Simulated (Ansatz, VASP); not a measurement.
**One calculation of PbO2, two programs**

```
Pb O
1.0
     0.00000    2.75603    2.70199
     2.75603    0.00000    2.70199
     2.75603    2.75603    0.00000
Pb O
1 2
Direct
  0.00000 0.00000 0.00000
  0.75000 0.75000 0.75000
  0.25000 0.25000 0.25000
```

Alike in both runs: task single point; functional PBEsol; k mesh 7 × 7 × 7; occupations fermi-dirac, width 0.05 eV; no spin polarisation.

|  | VASP | Ansatz |
| --- | --- | --- |
| version | VASP 6.6.1 | Ansatz 0.2.0 |
| potentials or method | VASP PAW PBE potentials, release 64 (Pb_d, O) | Ansatz PAW |
| plane-wave cutoff (eV) | 520 | 420 |
| valence electrons in the cell | 26 | 26 |

VASP gave:

* gap on the k mesh at the Fermi level (eV): none
* pressure (GPa): -9.8
* traceless stress, the component that is largest in VASP (GPa): 2.55

Task: What did Ansatz give for the same quantities?

Result: gap on the k mesh at the Fermi level (eV): none; pressure (GPa): -10.0; traceless stress, the component that is largest in VASP (GPa): 2.57.

VASP's potentials were made for PBE, not for PBEsol. A gap of «none» marks a metal or a gap that the smearing closes. With one functional, cell and mesh, what is left measures potentials, basis and numerics.

Spin-orbit coupling is off throughout.
